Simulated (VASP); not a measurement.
# NaF (F-43m) in VASP: further runs, part 2 of 2

VASP 6.6.1. Earlier steps stand in the parts before.

## Step 4: Single point, HSE06

POSCAR

```
NaF
1.0
    0.0000000000      2.5312613630      2.5312613630
    2.5312613630      0.0000000000      2.5312613630
    2.5312613630      2.5312613630      0.0000000000
Na F
1 1
Direct
    0.0000000000      0.0000000000      0.0000000000
    0.2500000000      0.2500000000      0.2500000000
```

INCAR.step1

```
  ALGO = Normal
  EDIFF = 1E-5
  ENCUT = 520
  GGA = PE
  ISIF = 2
  ISMEAR = 0
  LASPH = T
  LCHARG = F
  LREAL = F
  LWAVE = T
  NBANDS = 14
  NELM = 100
  PREC = Accurate
  SIGMA = 0.01
```

INCAR.step2

```
  ALGO = Normal
  EDIFF = 1E-7
  ENCUT = 520
  GGA = PE
  HFSCREEN = 0.2079
  ISIF = 2
  ISMEAR = 0
  ISTART = 1
  LASPH = T
  LCHARG = F
  LHFCALC = T
  LREAL = F
  LWAVE = F
  NBANDS = 14
  NELM = 100
  PREC = Accurate
  PRECFOCK = Normal
  SIGMA = 0.01
```

KPOINTS

```
k-points
0
Gamma
  4 4 4
```

Potentials or basis: VASP PAW PBE potentials, release 64 (Na_pv, F).

The run is started by

```console
> cat potpaw_PBE.64/Na_pv/POTCAR potpaw_PBE.64/F/POTCAR > POTCAR
> cp INCAR.step1 INCAR
> mpirun -np 1 vasp_std > vasp.out
> cp INCAR.step2 INCAR
> mpirun -np 1 vasp_std > vasp.out
```

OUTCAR:

```text
EDIFF = 1E-7
   ENCUT = 520
   GGA = PE
   HFSCREEN = 0.2079
   ISIF = 2
   ISMEAR = 0
   ISTART = 1
   LASPH = T
   LHFCALC = T
   LREAL = F
   NELM = 100
   PREC = Accurate
   PRECFOCK = Normal

 ion  position               nearest neighbor table
   1  0.000  0.000  0.000-   2 2.19   2 2.19   2 2.19   2 2.19
   2  0.250  0.250  0.250-   1 2.19   1 2.19   1 2.19   1 2.19

  LATTYP: Found a face centered cubic cell.
 ALAT       =     5.0625227260

  Lattice vectors:

 A1 = (   0.0000000000,   2.5312613630,   2.5312613630)
 A2 = (   2.5312613630,   0.0000000000,   2.5312613630)
 A3 = (   2.5312613630,   2.5312613630,   0.0000000000)

Analysis of symmetry for initial positions (statically):
=====================================================================
 Subroutine PRICEL returns:
 Original cell was already a primitive cell.

 Routine SETGRP: Setting up the symmetry group for a
 face centered cubic supercell.

 Subroutine GETGRP returns: Found 24 space group operations
 (whereof 24 operations were pure point group operations)
 out of a pool of 48 trial point group operations.

The static configuration has the point symmetry T_d .

Analysis of symmetry for dynamics (positions and initial velocities):
=====================================================================
 Subroutine PRICEL returns:
 Original cell was already a primitive cell.

 Routine SETGRP: Setting up the symmetry group for a
 face centered cubic supercell.

 Subroutine GETGRP returns: Found 24 space group operations
 (whereof 24 operations were pure point group operations)
 out of a pool of 48 trial point group operations.

The dynamic configuration has the point symmetry T_d .

 Subroutine INISYM returns: Found 24 space group operations
 (whereof 24 operations are pure point group operations),
 and found     1 'primitive' translations

[... 113 lines left out ...]
   IVDW    =     0    specifies the selected vdW correction
   LEPSILON=     F    determine dielectric tensor
   LRPA    =     F    only Hartree local field effects (RPA)
 non-spin polarized calculation
 Gauss-broadening in eV      SIGMA  =   0.01
  energy-cutoff  :      520.00
  volume of cell :       32.44
 maximum number of plane-waves:       893
 NGX is ok and might be reduce to    28
  NGX = 20; NGY = 20; NGZ = 20

 number of electron      13.9999982 magnetization

 Free energy of the ion-electron system (eV)
  ---------------------------------------------------
  ext. energy  EPLUGINS =         0.00000000
  ---------------------------------------------------
  free energy    TOTEN  =       -10.11485602 eV

  energy without entropy =      -10.11485602  energy(sigma->0) =      -10.11485602

 E-fermi :  -4.9837     XC(G=0):  -6.3775

 val. band max:       -5.0360554957   @ k =   0.0000   0.0000   0.0000
 cond. band min:       2.6016753357   @ k =   0.0000   0.0000   0.0000
 fundamental gap:      7.6377308314
 Fermi energy:        -4.9837245435

 k-point     1 :       0.0000    0.0000    0.0000
  band No.  band energies     occupation
      1     -25.3189      2.00000
      2     -25.3088      2.00000
      3     -25.3087      2.00000
      4     -25.3087      2.00000
      5      -5.0361      2.00000
      6      -5.0361      2.00000
      7      -5.0361      2.00000
      8       2.6017      0.00000
      9      16.5876      0.00000
     10      16.5876      0.00000
     11      16.5876      0.00000
     12      18.2118      0.00000
     13      18.2118      0.00000
     14      18.2119      0.00000
[... 105 lines left out ...]
      1     -26.0397      2.00000
      2     -25.3520      2.00000
      3     -25.3381      2.00000
      4     -24.4627      2.00000
      5      -5.5288      2.00000
      6      -5.5057      2.00000
      7      -5.2385      2.00000
      8       7.6187      0.00000
      9       9.2214      0.00000
     10      11.9425      0.00000
     11      12.1965      0.00000
     12      19.0562      0.00000
     13      19.2995      0.00000
     14      20.6523      0.00000

------------------------ aborting loop because EDIFF is reached ----------------------------------------

  FORCE on cell =-STRESS in cart. coord.  units (eV):
  Direction    XX          YY          ZZ          XY          YZ          ZX
  --------------------------------------------------------------------------------------
  -------------------------------------------------------------------------------------
  Total        0.1798113      0.1798113      0.1798113      0.0000000      0.0000000     -0.0000000
  in kB        8.8815053      8.8815053      8.8815053      0.0000000      0.0000000     -0.0000000
  external PRESSURE =       8.8815053 kB  Pullay stress =       0.0000000 kB

 VOLUME and BASIS-vectors are now :
 -----------------------------------------------------------------------------
  energy-cutoff  :      520.00
  volume of cell :       32.44
      direct lattice vectors                 reciprocal lattice vectors
     0.000000000  2.531261363  2.531261363    -0.197529977  0.197529977  0.197529977
     2.531261363  0.000000000  2.531261363     0.197529977 -0.197529977  0.197529977
     2.531261363  2.531261363  0.000000000     0.197529977  0.197529977 -0.197529977

 POSITION                                       TOTAL-FORCE (eV/Angst)
 -----------------------------------------------------------------------------------
      0.00000      0.00000      0.00000        -0.000000     -0.000000     -0.000000
      1.26563      1.26563      1.26563         0.000000      0.000000      0.000000
 -----------------------------------------------------------------------------------
    total drift:                                0.000001     -0.000001     -0.000000

  FREE ENERGIE OF THE ION-ELECTRON SYSTEM (eV)
  ---------------------------------------------------
  free  energy   TOTEN  =       -10.1148560244 eV

  energy  without entropy=      -10.1148560244  energy(sigma->0) =      -10.11485602
```

OUTCAR.step1:

```text
EDIFF = 1E-5
   ENCUT = 520
   GGA = PE
   ISIF = 2
   ISMEAR = 0
[... 339 lines left out ...]
 -----------------------------------------------------------------------------------
      0.00000      0.00000      0.00000         0.000000      0.000000      0.000000
      1.26563      1.26563      1.26563        -0.000000     -0.000000     -0.000000
 -----------------------------------------------------------------------------------
    total drift:                               -0.000000     -0.000000     -0.000000

  FREE ENERGIE OF THE ION-ELECTRON SYSTEM (eV)
  ---------------------------------------------------
  free  energy   TOTEN  =        -8.3835856289 eV

  energy  without entropy=       -8.3835856289  energy(sigma->0) =       -8.38358563
```

OSZICAR.step1:

```text
N       E                     dE             d eps       ncg     rms          rms(c)
DAV:   1     0.110061338743E+03    0.11006E+03   -0.79919E+03   230   0.119E+03
DAV:   2    -0.301673956013E+01   -0.11308E+03   -0.10490E+03   242   0.316E+02
DAV:   3    -0.951153940623E+01   -0.64948E+01   -0.64791E+01   284   0.723E+01
DAV:   4    -0.956918969582E+01   -0.57650E-01   -0.57648E-01   266   0.767E+00
DAV:   5    -0.956992586804E+01   -0.73617E-03   -0.73617E-03   284   0.854E-01    0.604E+00
DAV:   6    -0.838772224298E+01    0.11822E+01   -0.41955E+00   302   0.165E+01    0.207E+00
DAV:   7    -0.837084540457E+01    0.16877E-01   -0.35618E-02   230   0.199E+00    0.119E+00
DAV:   8    -0.838132803552E+01   -0.10483E-01   -0.43677E-02   230   0.333E+00    0.202E-01
DAV:   9    -0.838391565272E+01   -0.25876E-02   -0.81071E-03   260   0.905E-01    0.184E-01
DAV:  10    -0.838358258260E+01    0.33307E-03   -0.28380E-03   260   0.676E-01    0.165E-02
DAV:  11    -0.838358562892E+01   -0.30463E-05   -0.62708E-05   242   0.834E-02
   1 F= -.83835856E+01 E0= -.83835856E+01  d E =-.115632E-15
```

Run time: 4.7 min. Hardware: 1 thread of AMD EPYC 7R43 (Zen 3), shared host; peak memory 0.21 GiB.

What came out:

| Quantity | Value |
| --- | --- |
| Free energy | -10.1149 eV |
| Pressure | 0.9 GPa |
| Band gap on the k mesh | 7.64 eV, direct |

Levels at points of the mesh, in eV from the valence-band top:
```
           k point  band 4  band 5  band 6  band 7  band 8  band 9  band 10  band 11
(0.00, 0.00, 0.00)  -20.27    0.00    0.00    0.00    7.64   21.62    21.62    21.62
(0.50, 0.00, 0.00)  -19.56   -0.85   -0.04   -0.04   12.03   13.08    19.41    19.41
(0.50, 0.50, 0.00)  -19.43   -0.79   -0.17   -0.17   11.99   14.16    18.61    19.44
```

Caveat: the k points lie up to 0.54 Å⁻¹ apart; the PAW data sets were made with another functional, which shifts forces and pressure a little.

## Step 5: Summary

```csv
level,grid for exact exchange (PRECFOCK),screening parameter,gap on the mesh (eV),pressure (GPa)
PBE,-,-,5.61,2.0
r2SCAN,-,-,6.27,-0.3
HSE06,Normal,0.2079 1/Å,7.64,0.9
```

Alike in all rows: task single point; potentials or basis VASP PAW PBE potentials, release 64 (Na_pv, F); no spin polarisation; cell as given; k mesh 4 × 4 × 4; cutoff (eV) 520; smearing gaussian 0.01 eV.

Caveats: all runs use coarse meshes; the PAW data sets were made with another functional, which shifts forces and pressure a little (some runs).

Total energies depend on the potentials used, so only differences within one code and one set of settings carry meaning.
